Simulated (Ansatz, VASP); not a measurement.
**InSb: VASP beside Ansatz**

```
CELL_PARAMETERS angstrom
4.61735 0.00000 0.00000
0.00000 4.61735 0.00000
0.00000 0.00000 5.34010
ATOMIC_POSITIONS crystal
In 0.50000 0.00000 0.99472
In 0.00000 0.50000 0.00528
Sb 0.50000 0.50000 0.50000
Sb 0.00000 0.00000 0.50000
```

Alike in both runs: functional PBE; k mesh 4 × 4 × 4; occupations gaussian, width 0.1 eV; no spin polarisation.

Ansatz relaxed the structure, and its values are those at the end. VASP's run is a single point on that final structure, the one shown.

|  | VASP | Ansatz |
| --- | --- | --- |
| version | VASP 6.6.1 | Ansatz 0.2.0 |
| potentials or method | VASP PAW PBE potentials, release 64 (In_d, Sb), cutoff 520 eV | scalar-relativistic, plane waves, PAW |
| valence electrons in the cell | 36 | 56 |

|  | VASP | Ansatz | Ansatz less VASP |
| --- | --- | --- | --- |
| gap on the k mesh at the Fermi level (eV) | none | none | - |
| pressure (GPa) | -0.4 | -0.3 | +0.08 |

A gap of «none» marks a metal or a gap that the smearing closes. The functional is the same, so the differences come from potentials, cutoffs and numerics. VASP's potentials hold 36 valence electrons a cell and Ansatz's 56, so a difference there can come from the potentials and not from the codes.

Spin-orbit coupling is off throughout.
